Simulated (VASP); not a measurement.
# AlFe (Pm-3m) in VASP: single point with r2SCAN

Aim: the single point of AlFe with r2SCAN.

Everything below comes from runs of VASP 6.6.1. Logs are shortened: lines on timing, memory, paths and dates and some standing lists are left out, and cuts for length are marked.

### 1 The cell of the first run

Symmetry: Pm-3m, No. 221, cubic system. The conventional cell has a = 2.944 Å, b = 2.944 Å, c = 2.944 Å, α = 90.00°, β = 90.00°, γ = 90.00°. Within 3.4 Å of Fe (site symmetry m-3m) lie 8 Al at 2.55 Å and 6 Fe at 2.94 Å. Within 3.4 Å of Al (site symmetry m-3m) lie 8 Fe at 2.55 Å and 6 Al at 2.94 Å.

### 2 Single point, r2SCAN

File POSCAR:

```
AlFe
1.0
   -2.9435390000      0.0000000000     -2.9435390000
    0.0000000000     -2.9435390000      0.0000000000
   -2.9435390000      0.0000000000      2.9435390000
Fe Al
2 2
Direct
    0.0000000000      0.5000000000      0.5000000000
    0.5000000000      0.5000000000      0.0000000000
    0.0000000000      0.0000000000      0.0000000000
    0.5000000000      0.0000000000      0.5000000000
```

File INCAR.step1:

```
SYSTEM = AlFe
PREC = Accurate ; ENCUT = 520
ISMEAR = -1 ; SIGMA = 0.0155
LREAL = .False. ; LASPH = .True.
NELM = 80 ; NBANDS = 19
GGA = PE ; ALGO = Normal
EDIFF = 1E-4 ; LWAVE = .True.
LCHARG = .False.
```

File INCAR.step2:

```
SYSTEM = AlFe
PREC = Accurate ; ENCUT = 520
EDIFF = 1E-6 ; ISMEAR = -1
SIGMA = 0.0155 ; LREAL = .False.
LASPH = .True. ; NELM = 80
ALGO = Normal ; ISIF = 2
LWAVE = .False. ; LCHARG = .False.
METAGGA = R2SCAN ; LMIXTAU = .True.
NBANDS = 19 ; ISTART = 1
```

File KPOINTS:

```
Automatic mesh
0
Gamma
  6 8 6
  0 0 0
```

Potentials or basis: VASP PAW PBE potentials, release 64 (Fe, Al).

The run is started by

```sh
$ cat potpaw_PBE.64/Fe/POTCAR potpaw_PBE.64/Al/POTCAR > POTCAR
$ cp INCAR.step1 INCAR
$ mpirun -np 1 vasp_std > vasp.out
$ cp INCAR.step2 INCAR
$ mpirun -np 1 vasp_std > vasp.out
```

OUTCAR:

```text
SYSTEM = AlFe
   PREC = Accurate
   ENCUT = 520
   EDIFF = 1E-6
   ISMEAR = -1
   LREAL = .False.
   LASPH = .True.
   NELM = 80
   ISIF = 2
   METAGGA = R2SCAN
   ISTART = 1

 ion  position               nearest neighbor table
   1  0.000  0.500  0.500-   3 2.55   4 2.55   3 2.55   3 2.55   4 2.55   3 2.55   4 2.55   4 2.55
                             2 2.94   2 2.94   2 2.94   2 2.94
   2  0.500  0.500  0.000-   3 2.55   4 2.55   4 2.55   3 2.55   4 2.55   4 2.55   3 2.55   3 2.55
                             1 2.94   1 2.94   1 2.94   1 2.94
   3  0.000  0.000  0.000-   1 2.55   2 2.55   1 2.55   1 2.55   2 2.55   1 2.55   2 2.55   2 2.55
                             4 2.94   4 2.94   4 2.94   4 2.94
   4  0.500  0.000  0.500-   1 2.55   2 2.55   2 2.55   1 2.55   2 2.55   2 2.55   1 2.55   1 2.55
                             3 2.94   3 2.94   3 2.94   3 2.94

  LATTYP: Found a simple tetragonal cell.
 ALAT       =     4.1627927752
 C/A-ratio  =     0.7071067812

  Lattice vectors:

 A1 = (   2.9435390000,   0.0000000000,   2.9435390000)
 A2 = (  -2.9435390000,   0.0000000000,   2.9435390000)
 A3 = (   0.0000000000,  -2.9435390000,   0.0000000000)

Analysis of symmetry for initial positions (statically):
=====================================================================
 Subroutine PRICEL returns following result:

  LATTYP: Found a simple cubic cell.
 ALAT       =     2.9435390000

  Lattice vectors:

 A1 = (   0.0000000000,   0.0000000000,  -2.9435390000)
 A2 = (   0.0000000000,  -2.9435390000,   0.0000000000)
 A3 = (  -2.9435390000,   0.0000000000,   0.0000000000)

   2 primitive cells build up your supercell.

 Routine SETGRP: Setting up the symmetry group for a
 simple tetragonal supercell.

 Subroutine GETGRP returns: Found 16 space group operations
 (whereof 16 operations were pure point group operations)
 out of a pool of 16 trial point group operations.

The static configuration has the point symmetry D_4h.

Analysis of symmetry for dynamics (positions and initial velocities):
=====================================================================
 Subroutine PRICEL returns following result:

  LATTYP: Found a simple cubic cell.
 ALAT       =     2.9435390000

  Lattice vectors:

 A1 = (   0.0000000000,   0.0000000000,  -2.9435390000)
 A2 = (   0.0000000000,  -2.9435390000,   0.0000000000)
 A3 = (  -2.9435390000,   0.0000000000,   0.0000000000)

   2 primitive cells build up your supercell.

 Routine SETGRP: Setting up the symmetry group for a
 simple tetragonal supercell.

 Subroutine GETGRP returns: Found 16 space group operations
 (whereof 16 operations were pure point group operations)
 out of a pool of 16 trial point group operations.

The dynamic configuration has the point symmetry D_4h.

 Subroutine INISYM returns: Found 16 space group operations
 (whereof 16 operations are pure point group operations),
 and found     2 'primitive' translations

----------------------------------------------------------------------------------------

                                     Primitive cell

  volume of cell :      25.5041

  direct lattice vectors                    reciprocal lattice vectors
     0.000000000  0.000000000 -2.943539000     0.000000000  0.000000000 -0.339727111
     0.000000000 -2.943539000  0.000000000     0.000000000 -0.339727111  0.000000000
    -2.943539000  0.000000000  0.000000000    -0.339727111  0.000000000  0.000000000

  length of vectors
     2.943539000  2.943539000  2.943539000     0.339727111  0.339727111  0.339727111

  position of ions in fractional coordinates (direct lattice)
     0.500000000  0.500000000  0.500000000
     0.000000000  0.000000000  0.000000000

  ion indices of the primitive-cell ions
   primitive index   ion index
                 1           1
                 2           3

----------------------------------------------------------------------------------------

 KPOINTS: Automatic mesh

Automatic generation of k-mesh.
 Grid dimensions read from file:
 generate k-points for:    6    8    6

 Generating k-lattice:

  Cartesian coordinates                     Fractional coordinates (reciprocal lattice)
    -0.028310593  0.000000000 -0.028310593     0.166666667  0.000000000  0.000000000
     0.000000000 -0.042465889  0.000000000     0.000000000  0.125000000  0.000000000
    -0.028310593  0.000000000  0.028310593     0.000000000  0.000000000  0.166666667

  Length of vectors
     0.040037224  0.042465889  0.040037224

  Shift w.r.t. Gamma in fractional coordinates (k-lattice)
     0.000000000  0.000000000  0.000000000

 Subroutine IBZKPT returns following result:
 ===========================================

 Found     50 irreducible k-points:

 Following reciprocal coordinates:
            Coordinates               Weight
  0.000000  0.000000  0.000000      1.000000
  0.166667  0.000000  0.000000      4.000000
  0.333333  0.000000  0.000000      4.000000
  0.500000  0.000000  0.000000      2.000000
  0.000000  0.125000  0.000000      2.000000
  0.166667  0.125000  0.000000      8.000000
[... 16 lines left out ...]
  0.500000  0.000000  0.166667      4.000000
  0.166667  0.125000  0.166667      8.000000
 [... further k-points ...]
   k-points           NKPTS =     50   k-points in BZ     NKDIM =     50   number of bands    NBANDS=     19
   number of dos      NEDOS =    301   number of ions     NIONS =      4
   total plane-waves  NPLWV =  24576
   dimension x,y,z NGX =    32 NGY =   24 NGZ =   32
   dimension x,y,z NGXF=    64 NGYF=   48 NGZF=   64
   ions per type =               2   2
   NGX,Y,Z   is equivalent  to a cutoff of  12.78, 13.55, 12.78 a.u.
   NGXF,Y,Z  is equivalent  to a cutoff of  25.56, 27.11, 25.56 a.u.
 SYSTEM =  AlFe
   PREC   = accura    normal or accurate (medium, high low for compatibility)
   ISTART =      1    job   : 0-new  1-cont  2-samecut
   ICHARG =      0    charge: 1-file 2-atom 10-const
   ISPIN  =      1    spin polarized calculation?
   LNONCOLLINEAR =      F non collinear calculations
   LSORBIT =      F    spin-orbit coupling
   LASPH  =      T    aspherical Exc in radial PAW
   ENCUT  =  520.0 eV  38.22 Ry    6.18 a.u.   7.74  5.47  7.74*2*pi/ulx,y,z
   NELM   =     80;   NELMIN=  2; NELMDL=  0     # of ELM steps
   EDIFF  = 0.1E-05   stopping-criterion for ELM
   LREAL  =      F    real-space projection
   EDIFFG = 0.1E-04   stopping-criterion for IOM
   NSW    =      0    number of steps for IOM
   IBRION =     -1    ionic relax: 0-MD 1-quasi-New 2-CG
   NFREE  =      0    steps in history (QN), initial steepest desc. (CG)
   ISIF   =      2    stress and relaxation
   ISYM   =      2    0-nonsym 1-usesym 2-fastsym
   POTIM  = 0.5000    time-step for ionic-motion
   TEBEG  =    0.0;   TEEND  =   0.0 temperature during run
   PSTRESS=    0.0 pullay stress
   NELECT =      22.0000    total number of electrons
   NUPDOWN=      -1.0000    fix difference up-down
   EMIN   =  10.00;   EMAX   =-10.00  energy-range for DOS
   EFERMI =   0.00;   METHOD = LEGACY
   ISMEAR =    -1;   SIGMA  =   0.02  broadening in eV -4-tet -1-fermi 0-gaus
   EFERMI_NEDOS =   21; number of points for ismear=-14 and -15
   IALGO  =     38    algorithm
   IMIX   =      4    mixing-type and parameters
     AMIX     =   0.40;   BMIX     =  1.00
     AMIX_MAG =   1.60;   BMIX_MAG =  1.00
  volume/ion in A,a.u.               =      12.75        86.05
  Fermi-wavevector in a.u.,A,eV,Ry     =   1.236904  2.337409 20.815976  1.529931
  Thomas-Fermi vector in A             =   2.371493
   LORBIT       =      0    0 simple, 1 ext, 2 COOP (PROOUT), +10 PAW based schemes
   METAGGA = R2SCAN    functional components
   LHFCALC =     F    Hartree Fock is set to
   AEXX    =    0.0000 exact exchange contribution
   IVDW    =     0    specifies the selected vdW correction
   LEPSILON=     F    determine dielectric tensor
   LRPA    =     F    only Hartree local field effects (RPA)
 non-spin polarized calculation
  energy-cutoff  :      520.00
  volume of cell :       51.01
 maximum number of plane-waves:      1396
 NGX is ok and might be reduce to    32
   NGX = 15   NGY = 11   NGZ = 15

 number of electron      21.9999994 magnetization

 Free energy of the ion-electron system (eV)
  ---------------------------------------------------
  ext. energy  EPLUGINS =         0.00000000
  ---------------------------------------------------
  free energy    TOTEN  =       -42.27181867 eV

  energy without entropy =      -42.26419901  energy(sigma->0) =      -42.26800884

 E-fermi :   6.9985     XC(G=0): -12.7320

 val. band max:        6.9976067047   @ k =   0.1667   0.3750   0.1667
 cond. band min:       7.0001272782   @ k =   0.1667   0.1250   0.0000
 fundamental gap:      0.0025205735
 Fermi energy:         6.9984679755

 k-point     1 :       0.0000    0.0000    0.0000
  band No.  band energies     occupation
      1      -3.3968      2.00000
      2       2.4199      2.00000
      3       4.9234      2.00000
      4       4.9234      2.00000
      5       4.9669      2.00000
      6       5.1122      2.00000
[... 11 lines left out ...]
     18      13.5259      0.00000
     19      16.5091      0.00000

 k-point     2 :       0.1667    0.0000    0.0000
  band No.  band energies     occupation
      1      -3.1365      2.00000
      2       1.9257      2.00000
      3       4.0150      2.00000
      4       4.9362      2.00000
      5       5.0978      2.00000
      6       5.1659      2.00000
[... 11 lines left out ...]
     18      13.9004      0.00000
     19      16.9905      0.00000

 k-point     3 :       0.3333    0.0000    0.0000
  band No.  band energies     occupation
      1      -2.3696      2.00000
      2       0.4225      2.00000
      3       4.2191      2.00000
      4       4.9694      2.00000
      5       5.0607      2.00000
      6       5.1893      2.00000
[... 11 lines left out ...]
     18      14.9377      0.00000
     19      17.5475      0.00000

 k-point     4 :       0.5000    0.0000    0.0000
  band No.  band energies     occupation
      1      -1.1438      2.00000
      2      -1.1438      2.00000
      3       4.8488      2.00000
      4       4.8488      2.00000
      5       5.0139      2.00000
      6       5.0139      2.00000
[... 407 lines left out ...]
     18      15.2320      0.00000
     19      17.1319      0.00000

 k-point    23 :       0.5000    0.0000    0.1667
  band No.  band energies     occupation
      1      -0.9001      2.00000
      2      -0.9001      2.00000
      3       3.8351      2.00000
      4       3.8351      2.00000
      5       5.5208      2.00000
      6       5.5208      2.00000
[... 11 lines left out ...]
     18      16.7118      0.00000
     19      17.0488      0.00000

 k-point    24 :       0.1667    0.1250    0.1667
  band No.  band energies     occupation
      1      -2.5909      2.00000
      2       2.0317      2.00000
      3       3.2621      2.00000
      4       5.0277      2.00000
      5       5.0513      2.00000
      6       5.2301      2.00000
[... 11 lines left out ...]
     18      14.6431      0.00000
     19      17.1389      0.00000

 [... further k-points ...]
[... 5 lines left out ...]
  --------------------------------------------------------------------------------------
  -------------------------------------------------------------------------------------
  Total       -5.3661070     -5.2230803     -5.3661070     -0.0000000      0.0000000      0.0000000
  in kB     -168.5506879   -164.0581869   -168.5506879     -0.0000000      0.0000000      0.0000000
  external PRESSURE =    -167.0531876 kB  Pullay stress =       0.0000000 kB

 VOLUME and BASIS-vectors are now :
 -----------------------------------------------------------------------------
  energy-cutoff  :      520.00
  volume of cell :       51.01
      direct lattice vectors                 reciprocal lattice vectors
    -2.943539000  0.000000000 -2.943539000    -0.169863555  0.000000000 -0.169863555
     0.000000000 -2.943539000  0.000000000     0.000000000 -0.339727111  0.000000000
    -2.943539000  0.000000000  2.943539000    -0.169863555  0.000000000  0.169863555

 POSITION                                       TOTAL-FORCE (eV/Angst)
 -----------------------------------------------------------------------------------
     -1.47177     -1.47177      1.47177        -0.000000     -0.000000      0.000000
     -1.47177     -1.47177     -1.47177         0.000000     -0.000000     -0.000000
      0.00000      0.00000      0.00000         0.000000      0.000000     -0.000000
     -2.94354      0.00000      0.00000         0.000000      0.000000      0.000000
 -----------------------------------------------------------------------------------
    total drift:                                0.000000      0.000000     -0.000000

  FREE ENERGIE OF THE ION-ELECTRON SYSTEM (eV)
  ---------------------------------------------------
  free  energy   TOTEN  =       -42.2718186668 eV

  energy  without entropy=      -42.2641990067  energy(sigma->0) =      -42.26800884
```

Run time: 2.5 min. Hardware: 1 thread of AMD EPYC 7R43 (Zen 3), shared host; peak memory 0.16 GiB.

What came out:

| Quantity | Value |
| --- | --- |
| Free energy | -42.2718 eV |
| Pressure | -16.7 GPa |
| Band gap on the k mesh | zero (band 11 reaches 8.07 eV, above the bottom of band 12 at 6.43 eV) |

Caveat: the PAW data sets were made with another functional, which shifts forces and pressure a little.
